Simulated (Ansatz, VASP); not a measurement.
One calculation of SnSe2, two programs

Contents of INCAR:

```
  PREC = Accurate
  ENCUT = 520
  EDIFF = 1E-6
  ISMEAR = 0
  SIGMA = 0.05
  LREAL = F
  LASPH = T
  NELM = 100
  ALGO = Normal
  ISIF = 2
  LWAVE = F
  LCHARG = F
  GGA = PE
  IVDW = 12
  NBANDS = 35
```

File KPOINTS:

```
Automatic mesh
0
Gamma
  8 8 3
```

File POSCAR:

```
SnSe2
1.0
   -3.8109987816      0.0000000000      0.0000000000
   -1.9054993908     -3.3004217586      0.0000000000
    0.0000000000      0.0000000000     11.9740000000
Sn Se
2 4
Direct
    0.0000000000      0.0000000000      0.7687907132
    0.0000000000      0.0000000000      0.2562635711
    0.3333333333      0.3333333333      0.8969224987
    0.3333333333      0.3333333333      0.3843953566
    0.6666666667      0.6666666667      0.1281317855
    0.6666666667      0.6666666667      0.6406589277
```

Input for Ansatz:

```yaml
crystal:
  lattice:
    - [-3.8109987816, 0.0, 0.0]
    - [-1.9054993908, -3.3004217586, 0.0]
    - [0.0, 0.0, 11.974]
  atoms:
    - { symbol: Sn, position: [0.0, 0.0, 0.7687907132] }
    - { symbol: Sn, position: [0.0, 0.0, 0.2562635711] }
    - { symbol: Se, position: [0.3333333333, 0.3333333333, 0.8969224987] }
    - { symbol: Se, position: [0.3333333333, 0.3333333333, 0.3843953566] }
    - { symbol: Se, position: [0.6666666667, 0.6666666667, 0.1281317855] }
    - { symbol: Se, position: [0.6666666667, 0.6666666667, 0.6406589277] }
basis:
  ecutwfc: 420
kpoints:
  mp_grid: { grid: [8, 8, 3] }
hamiltonian:
  xc: pbe
  dispersion: d3bj
scf:
  occupations: { method: gaussian, width: 0.05 }
output:
  forces: true
  stress: true
  eigenvalues: true
```

Alike in both runs: task single point; functional PBE; dispersion D3(BJ); k mesh 8 × 8 × 3; occupations gaussian, width 0.05 eV; no spin polarisation.

```csv
,VASP,Ansatz
version,VASP 6.6.1,Ansatz 0.2.0
potentials or method,"VASP PAW PBE potentials, release 64 (Sn_d, Se), cutoff 520 eV","scalar-relativistic, plane waves, PAW"
valence electrons in the cell,52,92
```

VASP gave:

| Item | Value |
| --- | --- |
| gap on the k mesh at the Fermi level (eV) | 0.61 |
| least direct gap on the mesh (eV) | 0.93 |
| pressure (GPa) | 3.5 |
| traceless stress, the component that is largest in VASP (GPa) | 1.00 |
| rms of the force components (eV/Å) | 0.329 |

Task: Estimate Ansatz's values.

Result: gap on the k mesh at the Fermi level (eV): 0.62; least direct gap on the mesh (eV): 0.94; pressure (GPa): 3.4; traceless stress, the component that is largest in VASP (GPa): 0.99; rms of the force components (eV/Å): 0.322.

Atom by atom the forces differ by 0.008 eV/Å (rms over components). VASP's potentials hold 52 valence electrons a cell and Ansatz's 92, so a difference there can come from the potentials and not from the codes.
